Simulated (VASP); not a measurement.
Write the native input for VASP 6.6.1 that does the following.

```
Task                   : single point
Functional             : PBE
Potentials or basis    : VASP PAW PBE potentials, release 64 (Pb_d, F)
Cutoff                 : 520 eV
k mesh                 : 8 × 8 × 8
Occupations            : gaussian, width 0.05 eV
Spin                   : no spin polarisation
Dipole correction      : no
Further INCAR settings : ALGO = Normal; EDIFF = 1e-06; NBANDS = 21
```

The structure of PbF2 lies in POSCAR:

```
PbF2
1.0
    0.0000000000      2.9253022500      3.0589455000
    2.9253022500      0.0000000000      3.0589455000
    2.9253022500      2.9253022500      0.0000000000
Pb F
1 2
Direct
    0.0000000000      0.0000000000      0.0000000000
    0.2500000000      0.2500000000      0.2500000000
    0.7500000000      0.7500000000      0.7500000000
```

This cell differs from its parent crystal: strain -0.015 along x and y, +0.030 along z.

The input as run:

INCAR

```
SYSTEM = PbF2
PREC = Accurate
ENCUT = 520
EDIFF = 1E-6
ISMEAR = 0
SIGMA = 0.05
LREAL = .False.
LASPH = .True.
NELM = 60
ALGO = Normal
ISIF = 2
LWAVE = .False.
LCHARG = .True.
GGA = PE
LELF = .True.
LVHAR = .True.
NBANDS = 21
```

KPOINTS

```
Automatic mesh
0
Gamma
  8 8 8
  0 0 0
```

Potentials or basis: VASP PAW PBE potentials, release 64 (Pb_d, F).

Run with:

```bash
$ cat potpaw_PBE.64/Pb_d/POTCAR potpaw_PBE.64/F/POTCAR > POTCAR
$ mpirun -np 1 vasp_std > vasp.out
```

It gave:

```yaml
Pressure: 2.0 GPa
Band_gap_on_the_k_mesh: 4.30 eV, indirect (least direct gap 4.51 eV)
```

Caveat: the cell differs from its parent crystal (strain -0.015 along x and y, +0.030 along z); spin-orbit coupling is left out, which moves the levels of the heavy elements.

Wall time 19 s on 1 thread of Intel(R) Xeon(R) 6975P-C (Granite Rapids), with other jobs on the host, peak memory 0.2 GiB.
